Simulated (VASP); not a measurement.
Mg3CdS4:

```
Mg Cd S
1.0
     4.07694    0.00000    0.00000
     0.00000    4.07694    0.00000
     0.00000    0.00000   11.45996
Mg Cd S
3 1 4
Direct
  0.00000 0.00000 0.74442
  0.00000 0.00000 0.25558
  0.50000 0.50000 0.50000
  0.50000 0.50000 0.00000
  0.50000 0.00000 0.13453
  0.00000 0.50000 0.37780
  0.50000 0.00000 0.62220
  0.00000 0.50000 0.86547
```

Base run:

| Property | Result |
| --- | --- |
| Program | VASP 6.6.1 |
| Functional | r2SCAN |
| Potentials or basis | VASP PAW PBE potentials, release 64 (Mg, Cd, S) |
| Cutoff | 660 eV |
| k mesh | 6 × 6 × 2 |
| Occupations | gaussian, width 0.02 eV |
| Spin | no spin polarisation |

Its results: band gap on the k mesh 3.08 eV; pressure -1.3 GPa; largest force 0.030 eV/Å.

**Question.** The run is repeated on the same cell with these changes: functional from r2SCAN to PBE; cutoff from 660 eV to 600 eV; occupations from gaussian, width 0.02 eV to gaussian, width 0.01 eV. What comes out?

**Answer.** Band gap on the k mesh 2.53 eV; pressure 0.0 GPa; largest force 0.046 eV/Å.

Caveats: the PAW data sets were made with another functional, which shifts forces and pressure a little (at least some runs).

